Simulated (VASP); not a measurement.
Here is a VASP 6.6.1 calculation.

INCAR

```
  ALGO = Normal
  EDIFF = 1E-6
  ENCUT = 520
  GGA = PE
  ISIF = 2
  ISMEAR = -1
  LASPH = True
  LCHARG = False
  LREAL = False
  LWAVE = False
  NBANDS = 16
  NELM = 60
  PREC = Accurate
  SIGMA = 0.15
```

File KPOINTS:

```
k-points
0
Gamma
  12 12 12
```

The input POSCAR:

```
InAs
1.0
    0.0000000000      3.0937808095      3.0937808095
    3.0937808095      0.0000000000      3.0937808095
    3.0937808095      3.0937808095      0.0000000000
In As
1 1
Direct
    0.0000000000      0.0000000000      0.0000000000
    0.7500000000      0.7500000000      0.7500000000
```

Potentials or basis: VASP PAW PBE potentials, release 64 (In_d, As).

Launch:

```bash
$ cat potpaw_PBE.64/In_d/POTCAR potpaw_PBE.64/As/POTCAR > POTCAR
$ mpirun -np 1 vasp_std > vasp.out
```

Q: What does it give for the pressure?

A: 0.0 GPa.

Q: What does it give for the band gap on the k mesh?

A: Zero (filled and empty bands touch).

Caveat: spin-orbit coupling is left out, which moves the levels of the heavy elements.
